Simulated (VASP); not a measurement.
# BaTiO3 (Barioperovskite): single point with PBEsol

Crystal: BaTiO3 (Barioperovskite).

```
CELL_PARAMETERS angstrom
4.03795 0.00000 0.00000
0.00000 2.87423 2.88259
0.00000 -2.87423 2.88259
ATOMIC_POSITIONS crystal
Ba 0.00000 0.00000 0.00000
Ti 0.50000 0.51240 0.51240
O 0.00000 0.48740 0.48740
O 0.50000 0.50524 0.99184
O 0.50000 0.99184 0.50524
```

```json
{
 "Program": "VASP 6.6.1",
 "Task": "single point",
 "Functional": "PBEsol",
 "Potentials or basis": "VASP PAW PBE potentials, release 64 (Ba_sv, Ti_sv, O)",
 "Cutoff": "520 eV",
 "k mesh": "6 × 6 × 6",
 "Occupations": "gaussian, width 0.01 eV",
 "Spin": "no spin polarisation",
 "Dipole correction": "no",
 "Further INCAR settings": "ALGO = Normal; EDIFF = 1e-06; NBANDS = 28"
}
```

| Quantity | Value |
| --- | --- |
| Pressure | -8.1 GPa |
| Largest force | 0.405 eV/Å |
| Band gap on the k mesh | 1.73 eV, indirect (least direct gap 1.97 eV) |

Forces on the atoms (eV/Å):
```
Ba   0.000  0.000  0.147
Ti   0.000  0.000  0.376
O    0.000  0.000  0.235
O    0.000  0.144 -0.379
O    0.000 -0.144 -0.379
```

Stress tensor (GPa, compression positive):
```
-8.01  0.00  0.00
 0.00 -7.87  0.00
 0.00  0.00 -8.44
```

Levels at points of the mesh, in eV from the valence-band top:
```
           k point  band 18  band 19  band 20  band 21  band 22  band 23
(0.00, 0.00, 0.00)    -0.38    -0.28    -0.24     1.73     1.79     1.94
(0.50, 0.00, 0.00)    -1.71    -0.83    -0.78     1.92     3.31     3.40
(0.00, 0.50, 0.00)    -1.65    -0.82    -0.75     1.96     3.34     3.37
(0.50, 0.50, 0.00)    -0.92    -0.91    -0.08     3.36     3.37     3.74
(0.00, 0.50, 0.50)    -0.93    -0.90    -0.13     3.34     3.40     3.73
(0.50, 0.50, 0.50)    -0.05    -0.01     0.00     3.93     3.97     3.98
```

It took 48 s on 1 thread of Intel(R) Xeon(R) 6975P-C (Granite Rapids), with other jobs on the host, peak memory 0.24 GiB.

Caveat: the PAW data sets were made with another functional, which shifts forces and pressure a little; spin-orbit coupling is left out, which moves the levels of the heavy elements. As with any semilocal functional, this PBEsol gap is likely too small.
